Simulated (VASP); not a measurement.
A run of VASP 6.6.1:

The input INCAR:

```
SYSTEM = InSb
PREC     = Accurate       ! precision mode
ENCUT    = 520            ! plane-wave cutoff, eV
EDIFF    = 1E-6           ! SCF threshold, eV
ISMEAR   = 0              ! smearing method
SIGMA    = 0.15           ! smearing width, eV
LREAL    = .False.        ! projectors in reciprocal space
LASPH    = .True.         ! aspherical terms in the spheres
NELM     = 100            ! most SCF steps
ALGO     = Normal         ! electronic algorithm
ISIF     = 2              ! what is computed and relaxed
LWAVE    = .False.        ! write WAVECAR
LCHARG   = .False.        ! write CHGCAR
GGA      = PS             ! functional
NBANDS   = 16             ! bands
```

Contents of KPOINTS:

```
Automatic mesh
0
Gamma
  12 12 12
  0 0 0
```

Contents of POSCAR:

```
InSb
1.0
    0.0000000000      3.2391000000      3.3524685000
    3.2391000000      0.0000000000      3.3524685000
    3.2391000000      3.2391000000      0.0000000000
In Sb
1 1
Direct
    0.0000000000      0.0000000000      0.0000000000
    0.7500000000      0.7500000000      0.7500000000
```

Potentials or basis: VASP PAW PBE potentials, release 64 (In_d, Sb).

Launch:

```console
$ cat potpaw_PBE.64/In_d/POTCAR potpaw_PBE.64/Sb/POTCAR > POTCAR
$ mpirun -np 1 vasp_std > vasp.out
```

Hardware: 1 thread of Intel Xeon 8259CL, on a shared host.

Problem. How long does it take, and how much memory?

Solution. Wall time 4 min on 1 thread of Intel Xeon 8259CL (shared host), peak memory 0.34 GiB. Counts: scf iterations 12, k points 163.
